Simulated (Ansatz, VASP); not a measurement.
# One calculation of Mg2BeS3, two programs

Contents of INCAR:

```
ALGO = Normal
EDIFF = 1E-7
EDIFFG = -0.04
ENCUT = 600
GGA = PE
GGA_COMPAT = F
IBRION = 2
ISIF = 3
ISMEAR = 0
LASPH = T
LCHARG = F
LREAL = F
LWAVE = F
NELM = 120
NELMIN = 4
NSW = 90
PREC = Accurate
SIGMA = 0.1
```

Contents of KPOINTS:

```
k-points
0
Gamma
  6 4 2
```

File POSCAR:

```
Mg2BeS3
1.0
    3.5264876300      0.0000000000      0.0000000000
    0.0000000000      4.3923698800      0.0000000000
    0.0000000000      0.0000000000      7.6262992700
Mg Be S
2 1 3
Direct
    0.0000000000      0.5000000000      0.0282520000
    0.0000000000      0.0000000000      0.4849210100
    0.5000000000      0.5000000000      0.3249149900
    0.5000000000      0.0000000000      0.8361600000
    0.5000000000      0.0000000000      0.1815239900
    0.5000000000      0.5000000000      0.6442279800
```

Input for Ansatz:

```yaml
crystal:
  lattice:
    - [3.52648763, 0.0, 0.0]
    - [0.0, 4.39236988, 0.0]
    - [0.0, 0.0, 7.62629927]
  atoms:
    - { symbol: Mg, position: [0.0, 0.5, 0.028252] }
    - { symbol: Mg, position: [0.0, 0.0, 0.48492101] }
    - { symbol: Be, position: [0.5, 0.5, 0.32491499] }
    - { symbol: S, position: [0.5, 0.0, 0.83616] }
    - { symbol: S, position: [0.5, 0.0, 0.18152399] }
    - { symbol: S, position: [0.5, 0.5, 0.64422798] }
basis:
  ecutwfc: 420
kpoints:
  mp_grid: { grid: [6, 4, 2] }
hamiltonian:
  xc: pbe
scf:
  occupations: { method: gaussian, width: 0.1 }
  lower_state_search: "off"
output:
  forces: true
  stress: true
  eigenvalues: true
relax:
  adjacent_minimum: "off"
  f_tol: 0.04
  max_steps: 70
  cell: { stress_tol: 0.4 }
```

Change from the starting cell: species swapped into the Nd2In3Ni type (Pmm2, No. 25).

Alike in both runs: task relaxation of cell and atoms; functional PBE; k mesh 6 × 4 × 2; occupations gaussian, width 0.1 eV; no spin polarisation.

|  | VASP | Ansatz |
| --- | --- | --- |
| version | VASP 6.6.1 | Ansatz 0.2.0 |
| potentials or method | VASP PAW PBE potentials, release 64 (Mg, Be, S), cutoff 600 eV | scalar-relativistic, plane waves, PAW |
| valence electrons in the cell | 24 | 40 |

|  | VASP | Ansatz | Ansatz less VASP |
| --- | --- | --- | --- |
| gap on the k mesh at the Fermi level, each at its own relaxed structure (eV) | 0.40 | 0.42 | +0.024 |
| relaxed volume (Å³/atom) | 23.66 | 24.43 | +0.764 |
| relaxed length of the cell vector where the two differ most in proportion (Å) | 11.321 | 11.673 | +0.3524 |

VASP's potentials hold 24 valence electrons a cell and Ansatz's 40, so a difference there can come from the potentials and not from the codes.

Noted on VASP's run: the volume moved by over 15 % at a fixed basis, so the end points are rough.
